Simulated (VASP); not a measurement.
# LiBr (Fm-3m) in VASP: a series of runs

The runs below take LiBr through relaxation of cell and atoms, single point, with r2SCAN, PBE.

Everything below comes from runs of VASP 6.6.1. Logs are shortened: lines on timing, memory, paths and dates and some standing lists are left out, and cuts for length are marked.

## 1. The cell of the first run

Symmetry: Fm-3m, No. 225, cubic system. Conventional cell: a = 5.511 Å, b = 5.511 Å, c = 5.511 Å, α = 90.00°, β = 90.00°, γ = 90.00°. Li (site symmetry m-3m) has 6 Br at 2.76 Å within 3.6 Å. Br (site symmetry m-3m) has 6 Li at 2.76 Å within 3.6 Å.

## 2. Relaxation of cell and atoms, r2SCAN

The input, POSCAR:

```
LiBr
1.0
    0.0000000000      2.7554040780      2.7554040780
    2.7554040780      0.0000000000      2.7554040780
    2.7554040780      2.7554040780      0.0000000000
Li Br
1 1
Direct
    0.0000000000      0.0000000000      0.0000000000
    0.5000000000      0.5000000000      0.5000000000
```

The input, INCAR.step1:

```
SYSTEM = LiBr
  PREC = Accurate
  ENCUT = 830
  ISMEAR = -1
  SIGMA = 0.02
  LREAL = .False.
  LASPH = .True.
  NELM = 120
  GGA = PE
  ALGO = Normal
  EDIFF = 1E-5
  LWAVE = .True.
  LCHARG = .False.
  GGA_COMPAT = .False.
  IBRION = 2
  ISIF = 3
  EDIFFG = -0.005
  NELMIN = 4
  NSW = 100
```

The input, INCAR.step2:

```
SYSTEM = LiBr
  PREC = Accurate
  ENCUT = 830
  EDIFF = 1E-7
  ISMEAR = -1
  SIGMA = 0.02
  LREAL = .False.
  LASPH = .True.
  NELM = 120
  ALGO = Normal
  ISIF = 3
  LWAVE = .False.
  LCHARG = .False.
  METAGGA = R2SCAN
  LMIXTAU = .True.
  IBRION = 2
  NSW = 80
  EDIFFG = -0.005
  ISTART = 1
  GGA_COMPAT = .False.
  NELMIN = 4
```

The input, KPOINTS:

```
Automatic mesh
0
Gamma
  8 8 8
  0 0 0
```

Potentials or basis: VASP PAW PBE potentials, release 64 (Li_sv, Br).

Launch:

```bash
> cat potpaw_PBE.64/Li_sv/POTCAR potpaw_PBE.64/Br/POTCAR > POTCAR
> cp INCAR.step1 INCAR
> mpirun -np 1 vasp_std > vasp.out
> cp INCAR.step2 INCAR
> mpirun -np 1 vasp_std > vasp.out
```

OUTCAR:

```text
SYSTEM = LiBr
   PREC = Accurate
   ENCUT = 830
   EDIFF = 1E-7
   ISMEAR = -1
   LREAL = .False.
   LASPH = .True.
   NELM = 120
   ISIF = 3
   METAGGA = R2SCAN
   IBRION = 2
   NSW = 80
   EDIFFG = -0.005
   ISTART = 1
   NELMIN = 4

 ion  position               nearest neighbor table
   1  0.000  0.000  0.000-
   2  0.500  0.500  0.500-

  LATTYP: Found a face centered cubic cell.
 ALAT       =     5.5108081560

  Lattice vectors:

 A1 = (   0.0000000000,   2.7554040780,   2.7554040780)
 A2 = (   2.7554040780,   0.0000000000,   2.7554040780)
 A3 = (   2.7554040780,   2.7554040780,   0.0000000000)

Analysis of symmetry for initial positions (statically):
=====================================================================
 Subroutine PRICEL returns:
 Original cell was already a primitive cell.

 Routine SETGRP: Setting up the symmetry group for a
 face centered cubic supercell.

 Subroutine GETGRP returns: Found 48 space group operations
 (whereof 48 operations were pure point group operations)
 out of a pool of 48 trial point group operations.

The static configuration has the point symmetry O_h .

Analysis of symmetry for dynamics (positions and initial velocities):
=====================================================================
 Subroutine PRICEL returns:
 Original cell was already a primitive cell.

 Routine SETGRP: Setting up the symmetry group for a
 face centered cubic supercell.

 Subroutine GETGRP returns: Found 48 space group operations
 (whereof 48 operations were pure point group operations)
 out of a pool of 48 trial point group operations.

The dynamic configuration has the point symmetry O_h .

 Subroutine INISYM returns: Found 48 space group operations
 (whereof 48 operations are pure point group operations),
 and found     1 'primitive' translations

----------------------------------------------------------------------------------------

                                     Primitive cell

  volume of cell :      41.8394

  direct lattice vectors                    reciprocal lattice vectors
     0.000000000  2.755404078  2.755404078    -0.181461588  0.181461588  0.181461588
     2.755404078  0.000000000  2.755404078     0.181461588 -0.181461588  0.181461588
     2.755404078  2.755404078  0.000000000     0.181461588  0.181461588 -0.181461588

  length of vectors
     3.896729817  3.896729817  3.896729817     0.314300690  0.314300690  0.314300690

  position of ions in fractional coordinates (direct lattice)
     0.000000000  0.000000000  0.000000000
     0.500000000  0.500000000  0.500000000

  ion indices of the primitive-cell ions
   primitive index   ion index
                 1           1
                 2           2

----------------------------------------------------------------------------------------

 KPOINTS: Automatic mesh

Automatic generation of k-mesh.
 Grid dimensions read from file:
 generate k-points for:    8    8    8

 Generating k-lattice:

  Cartesian coordinates                     Fractional coordinates (reciprocal lattice)
    -0.022682699  0.022682699  0.022682699     0.125000000  0.000000000  0.000000000
     0.022682699 -0.022682699  0.022682699     0.000000000  0.125000000  0.000000000
     0.022682699  0.022682699 -0.022682699     0.000000000  0.000000000  0.125000000

  Length of vectors
     0.039287586  0.039287586  0.039287586

  Shift w.r.t. Gamma in fractional coordinates (k-lattice)
     0.000000000  0.000000000  0.000000000

 Subroutine IBZKPT returns following result:
 ===========================================

 Found     29 irreducible k-points:

 Following reciprocal coordinates:
            Coordinates               Weight
  0.000000  0.000000  0.000000      1.000000
  0.125000  0.000000  0.000000      8.000000
  0.250000  0.000000  0.000000      8.000000
  0.375000  0.000000  0.000000      8.000000
  0.500000  0.000000  0.000000      4.000000
  0.125000  0.125000  0.000000      6.000000
[... 16 lines left out ...]
  0.500000  0.250000  0.125000     48.000000
 -0.375000  0.250000  0.125000     24.000000
 [... further k-points ...]
   k-points           NKPTS =     29   k-points in BZ     NKDIM =     29   number of bands    NBANDS=      9
   number of dos      NEDOS =    301   number of ions     NIONS =      2
   total plane-waves  NPLWV =  64000
   dimension x,y,z NGX =    40 NGY =   40 NGZ =   40
   dimension x,y,z NGXF=    80 NGYF=   80 NGZF=   80
   ions per type =               1   1
   NGX,Y,Z   is equivalent  to a cutoff of  17.07, 17.07, 17.07 a.u.
   NGXF,Y,Z  is equivalent  to a cutoff of  34.13, 34.13, 34.13 a.u.
 SYSTEM =  LiBr
   PREC   = accura    normal or accurate (medium, high low for compatibility)
   ISTART =      1    job   : 0-new  1-cont  2-samecut
   ICHARG =      0    charge: 1-file 2-atom 10-const
   ISPIN  =      1    spin polarized calculation?
   LNONCOLLINEAR =      F non collinear calculations
   LSORBIT =      F    spin-orbit coupling
   LASPH  =      T    aspherical Exc in radial PAW
   ENCUT  =  830.0 eV  61.00 Ry    7.81 a.u.   9.15  9.15  9.15*2*pi/ulx,y,z
   NELM   =    120;   NELMIN=  4; NELMDL=  0     # of ELM steps
   EDIFF  = 0.1E-06   stopping-criterion for ELM
   LREAL  =      F    real-space projection
   EDIFFG = -.5E-02   stopping-criterion for IOM
   NSW    =     80    number of steps for IOM
   IBRION =      2    ionic relax: 0-MD 1-quasi-New 2-CG
   NFREE  =      1    steps in history (QN), initial steepest desc. (CG)
   ISIF   =      3    stress and relaxation
   ISYM   =      2    0-nonsym 1-usesym 2-fastsym
   POTIM  = 0.5000    time-step for ionic-motion
   TEBEG  =    0.0;   TEEND  =   0.0 temperature during run
   PSTRESS=    0.0 pullay stress
   NELECT =      10.0000    total number of electrons
   NUPDOWN=      -1.0000    fix difference up-down
   EMIN   =  10.00;   EMAX   =-10.00  energy-range for DOS
   EFERMI =   0.00;   METHOD = LEGACY
   ISMEAR =    -1;   SIGMA  =   0.02  broadening in eV -4-tet -1-fermi 0-gaus
   EFERMI_NEDOS =   21; number of points for ismear=-14 and -15
   IALGO  =     38    algorithm
   IMIX   =      4    mixing-type and parameters
     AMIX     =   0.40;   BMIX     =  1.00
     AMIX_MAG =   1.60;   BMIX_MAG =  1.00
  volume/ion in A,a.u.               =      20.92       141.17
  Fermi-wavevector in a.u.,A,eV,Ry     =   1.015967  1.919899 14.043779  1.032189
  Thomas-Fermi vector in A             =   2.149283
   LORBIT       =      0    0 simple, 1 ext, 2 COOP (PROOUT), +10 PAW based schemes
   METAGGA = R2SCAN    functional components
   LHFCALC =     F    Hartree Fock is set to
   AEXX    =    0.0000 exact exchange contribution
   IVDW    =     0    specifies the selected vdW correction
   LEPSILON=     F    determine dielectric tensor
   LRPA    =     F    only Hartree local field effects (RPA)
 conjugate gradient relaxation of ions
 non-spin polarized calculation
  energy-cutoff  :      830.00
  volume of cell :       41.84
 maximum number of plane-waves:      2285
 NGX is ok and might be reduce to    40
   NGX = 19   NGY = 19   NGZ = 19

--------------------------------------- Ionic step        1  -------------------------------------------

 number of electron       9.9999998 magnetization

 Free energy of the ion-electron system (eV)
  ---------------------------------------------------
  ext. energy  EPLUGINS =         0.00000000
  ---------------------------------------------------
  free energy    TOTEN  =       -19.14826162 eV

  energy without entropy =      -19.14826162  energy(sigma->0) =      -19.14826162

------------------------ aborting loop because EDIFF is reached ----------------------------------------

  FORCE on cell =-STRESS in cart. coord.  units (eV):
  Direction    XX          YY          ZZ          XY          YZ          ZX
  --------------------------------------------------------------------------------------
  -------------------------------------------------------------------------------------
  Total       -0.2171063     -0.2171063     -0.2171063      0.0000000      0.0000000      0.0000000
  in kB       -8.3137520     -8.3137520     -8.3137520      0.0000000      0.0000000      0.0000000
  external PRESSURE =      -8.3137520 kB  Pullay stress =       0.0000000 kB
[... 129 lines left out ...]
  energy  without entropy=      -19.1520018764  energy(sigma->0) =      -19.15200188

--------------------------------------- Ionic step        5  -------------------------------------------

 number of electron      10.0000000 magnetization

 Free energy of the ion-electron system (eV)
  ---------------------------------------------------
  ext. energy  EPLUGINS =         0.00000000
  ---------------------------------------------------
  free energy    TOTEN  =       -19.15198480 eV

  energy without entropy =      -19.15198480  energy(sigma->0) =      -19.15198480

 E-fermi :   0.5463     XC(G=0):  -8.9033

 val. band max:        0.0967294431   @ k =   0.0000   0.0000   0.0000
 cond. band min:       6.0801954203   @ k =   0.0000   0.0000   0.0000
 fundamental gap:      5.9834659772
 Fermi energy:         0.5462540421

 k-point     1 :       0.0000    0.0000    0.0000
  band No.  band energies     occupation
      1     -45.6015      2.00000
      2     -13.8868      2.00000
      3       0.0967      2.00000
      4       0.0967      2.00000
      5       0.0967      2.00000
      6       6.0802      0.00000
      7      11.3314      0.00000
      8      11.3314      0.00000
      9      11.3314      0.00000
[... 265 lines left out ...]
 k-point    24 :      -0.3750    0.2500    0.1250
  band No.  band energies     occupation
      1     -45.6002      2.00000
      2     -13.2637      2.00000
      3      -2.6082      2.00000
      4      -1.3044      2.00000
      5      -0.5478      2.00000
      6       7.9767      0.00000
      7       8.8159      0.00000
      8      10.2014      0.00000
      9      11.8555      0.00000

 [... further k-points ...]
[... 5 lines left out ...]
  --------------------------------------------------------------------------------------
  -------------------------------------------------------------------------------------
  Total        0.0005794      0.0005794      0.0005794     -0.0000000     -0.0000000      0.0000000
  in kB        0.0228354      0.0228354      0.0228354     -0.0000000     -0.0000000      0.0000000
  external PRESSURE =       0.0228354 kB  Pullay stress =       0.0000000 kB
[... 17 lines left out ...]
  FREE ENERGIE OF THE ION-ELECTRON SYSTEM (eV)
  ---------------------------------------------------
  free  energy   TOTEN  =       -19.1519848018 eV

  energy  without entropy=      -19.1519848018  energy(sigma->0) =      -19.15198480

 reached required accuracy - stopping structural energy minimisation
```

Wall time 4.7 min (1 thread of AMD EPYC 9R45 (Zen 5), shared host); peak memory 0.24 GiB.

Results:

| Quantity | Value |
| --- | --- |
| Free energy | -19.1520 eV |
| Relaxed volume | 20.33 Å³/atom |
| Relaxed cell | a = 3.860 Å, b = 3.860 Å, c = 3.860 Å, α = 60.00°, β = 60.00°, γ = 60.00° |
| Space group after relaxing (to 0.05 Å) | Fm-3m (No. 225) |
| Energy gained by relaxing | 1.9 meV/atom |
| Ionic steps | 5 |
| Pressure after relaxing | 0.0 GPa |
| Band gap on the k mesh | 5.98 eV, direct |

Step by step:
```csv
step,energy change (eV),largest force (eV/Å),pressure (GPa),volume (Å³)
1,0.0000,0.0000,-0.83,41.84
2,-0.0028,0.0000,-0.39,41.19
3,-0.0034,0.0000,-0.22,40.96
4,-0.0037,0.0000,0.10,40.52
5,-0.0037,0.0000,0.00,40.65
```

Final structure:
```
CELL_PARAMETERS angstrom
0.00000 2.72910 2.72910
2.72910 0.00000 2.72910
2.72910 2.72910 0.00000
ATOMIC_POSITIONS crystal
Li 0.00000 0.00000 0.00000
Br 0.50000 0.50000 0.50000
```

Levels at points of the mesh, in eV from the valence-band top:
| k point | band 1 | band 2 | band 3 | band 4 | band 5 | band 6 | band 7 | band 8 | band 9 |
| --- | --- | --- | --- | --- | --- | --- | --- | --- | --- |
| (0.00, 0.00, 0.00) | -45.70 | -13.98 | 0.00 | 0.00 | 0.00 | 5.98 | 11.23 | 11.23 | 11.23 |
| (0.50, 0.00, 0.00) | -45.70 | -13.46 | -2.99 | -0.29 | -0.29 | 6.40 | 8.89 | 8.89 | 13.22 |
| (0.50, 0.50, 0.00) | -45.70 | -13.25 | -3.01 | -1.20 | -1.20 | 7.12 | 7.71 | 12.92 | 13.81 |

Caveat: the PAW data sets were made with another functional, which shifts forces and pressure a little.

## 3. Single point, PBE, non-collinear spin, zero start, spin-orbit coupling

This run uses another cell than the first one, of 20.56 Å³/atom, 0.983 times its volume.

The input, INCAR:

```
PREC     = Accurate       # precision mode
ENCUT    = 750            # plane-wave cutoff, eV
EDIFF    = 1E-6           # SCF threshold, eV
ISMEAR   = 0              # smearing method
SIGMA    = 0.01           # smearing width, eV
LREAL    = False          # projectors in reciprocal space
LASPH    = True           # aspherical terms in the spheres
NELM     = 200            # most SCF steps
ALGO     = Normal         # electronic algorithm
ISIF     = 2              # what is computed and relaxed
LWAVE    = False          # write WAVECAR
LCHARG   = False          # write CHGCAR
MAGMOM   = 0 0 0 0 0 0    # initial moments
LORBIT   = 11             # projections on sites
LSORBIT  = True           # spin-orbit coupling
GGA_COMPAT= False        
LORBMOM  = True         
GGA      = PE             # functional
NBANDS   = 22             # bands
```

The input, KPOINTS:

```
Automatic mesh
0
Gamma
  8 8 8
```

The input, POSCAR:

```
LiBr
1.0
    0.0000000000      2.7395485848      2.7395485848
    2.7395485848      0.0000000000      2.7395485848
    2.7395485848      2.7395485848      0.0000000000
Li Br
1 1
Direct
    0.0000000000      0.0000000000      0.0000000000
    0.5000000000      0.5000000000      0.5000000000
```

Potentials or basis: VASP PAW PBE potentials, release 64 (Li_sv, Br).

Launch:

```bash
> cat potpaw_PBE.64/Li_sv/POTCAR potpaw_PBE.64/Br/POTCAR > POTCAR
> mpirun -np 1 vasp_ncl > vasp.out
```

It took 50 s on 1 thread of AMD EPYC 9R45 (Zen 5), shared host; peak memory 0.37 GiB.

It converged, with:

- Free energy: -6.6656 eV
- Pressure: 0.4 GPa
- Net moment: 0.00 μB per cell
- Valence electrons inside the program's atomic spheres: Li 2.04; Br 4.92

Moments on the atoms (μB; x, y, z):
```
Li  0.00 0.00 0.00
Br  0.00 0.00 0.00
```
